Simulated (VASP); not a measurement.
Crystal: Ta4N.

```
Ta N
1.0
     4.56104    0.00000    0.00000
     0.00000    4.56104    0.00000
     0.00000    0.00000    4.56104
Ta N
4 1
Cartesian
  1.1119 3.4491 3.4491
  3.4491 1.1119 3.4491
  3.4491 3.4491 1.1119
  1.1119 1.1119 1.1119
  0.0000 0.0000 0.0000
```

| Property | Result |
| --- | --- |
| Program | VASP 6.6.1 |
| Task | relaxation of cell and atoms |
| Functional | PBE |
| Potentials or basis | VASP PAW PBE potentials, release 64 (Ta_pv, N) |
| Cutoff | 600 eV |
| k mesh | 4 × 4 × 4 |
| Occupations | gaussian, width 0.1 eV |
| Spin | no spin polarisation |

At the start: pressure -8.7 GPa; volume 18.98 Å³/atom.

**Question.** Where does the relaxation end?

**Answer.** Over 5 steps the energy falls by 178.4 meV/atom and the volume is 17.14 Å³/atom (-9.7 %); space group P-43m (No. 215, to 0.05 Å).

Step by step:
| step | energy change (eV) | largest force (eV/Å) | pressure (GPa) | volume (Å³) |
| --- | --- | --- | --- | --- |
| 1 | 0.0000 | 2.5092 | -8.65 | 94.88 |
| 2 | -0.7598 | 0.2467 | 10.92 | 81.49 |
| 3 | -0.8365 | 0.8814 | 4.98 | 84.27 |
| 4 | -0.7038 | 1.3232 | -8.38 | 88.57 |
| 5 | -0.8922 | 0.0087 | -0.20 | 85.71 |

Final structure:
```
Ta N
1.0
     4.40900    0.00000    0.00000
     0.00000    4.40900    0.00000
     0.00000    0.00000    4.40900
Ta N
4 1
Direct
  0.25833 0.74167 0.74167
  0.74167 0.25833 0.74167
  0.74167 0.74167 0.25833
  0.25833 0.25833 0.25833
  0.00000 0.00000 0.00000
```
